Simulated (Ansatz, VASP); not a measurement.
TiN: VASP beside Ansatz

The input INCAR:

```
SYSTEM = TiN
PREC = Accurate
ENCUT = 520
EDIFF = 1E-8
ISMEAR = -1
SIGMA = 0.05
LREAL = .False.
LASPH = .True.
NELM = 120
ALGO = Normal
ISIF = 2
LWAVE = .False.
LCHARG = .False.
GGA = PS
LEFG = .True.
NBANDS = 16
GGA_COMPAT = .False.
```

The input KPOINTS:

```
Automatic mesh
0
Gamma
  13 13 13
  0 0 0
```

Contents of POSCAR:

```
TiN
1.0
    0.0000000000      2.0933208087      2.0933208087
    2.0933208087      0.0000000000      2.0933208087
    2.0933208087      2.0933208087      0.0000000000
Ti N
1 1
Direct
    0.0000000000      0.0000000000      0.0000000000
    0.5000000000      0.5000000000      0.5000000000
```

Input for Ansatz:

```yaml
crystal:
  lattice:
    - [0.0, 2.0933208087, 2.0933208087]
    - [2.0933208087, 0.0, 2.0933208087]
    - [2.0933208087, 2.0933208087, 0.0]
  atoms:
    - { symbol: Ti, position: [0.0, 0.0, 0.0] }
    - { symbol: "N", position: [0.5, 0.5, 0.5] }
kpoints:
  mp_grid: { grid: [13, 13, 13] }
scf:
  occupations: { method: fermi_dirac, width: 0.05 }
hamiltonian:
  xc: pbesol
  pseudopotentials: { kind: all_electron, datasets: crystal }
output:
  forces: true
  stress: true
  eigenvalues: true
  efg: { contact_densities: true }
```

Change from the starting cell: volume scaled by 0.96, crystal datasets.

Alike in both runs: task electric field gradients; functional PBEsol; k mesh 13 × 13 × 13; occupations fermi-dirac, width 0.05 eV; no spin polarisation.

|  | VASP | Ansatz |
| --- | --- | --- |
| version | VASP 6.6.1 | Ansatz 0.2.0 |
| potentials or method | VASP PAW PBE potentials, release 64 (Ti_sv, N), cutoff 520 eV | all-electron PAW with datasets made for the crystal, scalar-relativistic |

VASP gave:

```
pressure (GPa) : 4.3
```

Q: What did Ansatz give for the same quantities?

A: Pressure (GPa): 3.8.

VASP's potentials were made for PBE, not for PBEsol. Ansatz ran all-electron here, and VASP with PAW potentials.
